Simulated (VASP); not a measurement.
Input of a VASP 6.6.1 run:

File INCAR:

```
PREC = Accurate
ENCUT = 600
EDIFF = 1E-6
ISMEAR = 0
SIGMA = 0.02
LREAL = False
LASPH = True
NELM = 80
ALGO = Normal
ISIF = 3
LWAVE = False
LCHARG = False
GGA = PE
IBRION = 2
NSW = 100
EDIFFG = -0.005
```

KPOINTS

```
regular mesh
0
Gamma
  10 10 10
```

POSCAR

```
MgO
1.0
    0.0000000000      2.0970013900      2.0970013900
    2.0970013900      0.0000000000      2.0970013900
    2.0970013900      2.0970013900      0.0000000000
Mg O
1 1
Direct
    0.0000000000      0.0000000000      0.0000000000
    0.5000000000      0.5000000000      0.5000000000
```

Potentials or basis: VASP PAW PBE potentials, release 64 (Mg, O).

Launch:

```console
$ cat potpaw_PBE.64/Mg/POTCAR potpaw_PBE.64/O/POTCAR > POTCAR
$ mpirun -np 1 vasp_std > vasp.out
```

(1) Estimate the relaxed cell.

(2) What does it give for the space group after relaxing (to 0.05 Å)?

## Answers

(1) a = 3.002 Å, b = 3.002 Å, c = 3.002 Å, α = 60.00°, β = 60.00°, γ = 60.00°.

(2) Fm-3m (No. 225).
